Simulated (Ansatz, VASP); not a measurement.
**RbBr: VASP beside Ansatz**

Contents of INCAR:

```
ALGO = Normal ; EDIFF = 1E-6
ENCUT = 520 ; GGA = PS
ISIF = 2 ; ISMEAR = 0
LASPH = T ; LCHARG = F
LREAL = F ; LWAVE = F
NBANDS = 24 ; NELM = 100
PREC = Accurate ; SIGMA = 0.01
```

KPOINTS

```
k-points
0
Gamma
  6 6 2
```

POSCAR

```
RbBr
1.0
    5.8901392171      0.0000000000      0.0000000000
   -2.9450696086      5.1010101938      0.0000000000
    0.0000000000      0.0000000000      6.8703327493
Rb Br
2 2
Direct
    0.3333333333      0.6666666667     -0.0625000000
    0.6666666667      0.3333333333      0.4375000000
    0.3333333333      0.6666666667      0.4375000000
    0.6666666667      0.3333333333      0.9375000000
```

Input for Ansatz:

```yaml
crystal:
  lattice:
    - [5.8901392171, 0.0, 0.0]
    - [-2.9450696086, 5.1010101938, 0.0]
    - [0.0, 0.0, 6.8703327493]
  atoms:
    - { symbol: Rb, position: [0.3333333333, 0.6666666667, -0.0625] }
    - { symbol: Rb, position: [0.6666666667, 0.3333333333, 0.4375] }
    - { symbol: Br, position: [0.3333333333, 0.6666666667, 0.4375] }
    - { symbol: Br, position: [0.6666666667, 0.3333333333, 0.9375] }
kpoints:
  mp_grid: { grid: [6, 6, 2] }
hamiltonian:
  xc: pbesol
scf:
  occupations: { method: fixed }
output:
  optics:
    e_range: [0, 15]
    de: 0.05
    sigma: 0.4
    scissors: 1.5
    scheme: fermi_dirac
    bands: { spectra_wanted_up_to: 15 }
```

Alike in both runs: task single point; functional PBEsol; k mesh 6 × 6 × 2; no spin polarisation.

|  | VASP | Ansatz |
| --- | --- | --- |
| version | VASP 6.6.1 | Ansatz 0.2.0 |
| potentials or method | VASP PAW PBE potentials, release 64 (Rb_sv, Br) | plane waves, PAW |
| plane-wave cutoff (eV) | 520 | 420 |
| occupations | gaussian, width 0.01 eV | fixed |
| valence electrons in the cell | 32 | 32 |

```tsv
	VASP	Ansatz	Ansatz less VASP
gap on the k mesh at the Fermi level (eV)	4.07	4.07	+0.002
```

VASP's potentials were made for PBE, not for PBEsol.

The k mesh is coarse, so the values compare programs but aren't converged.
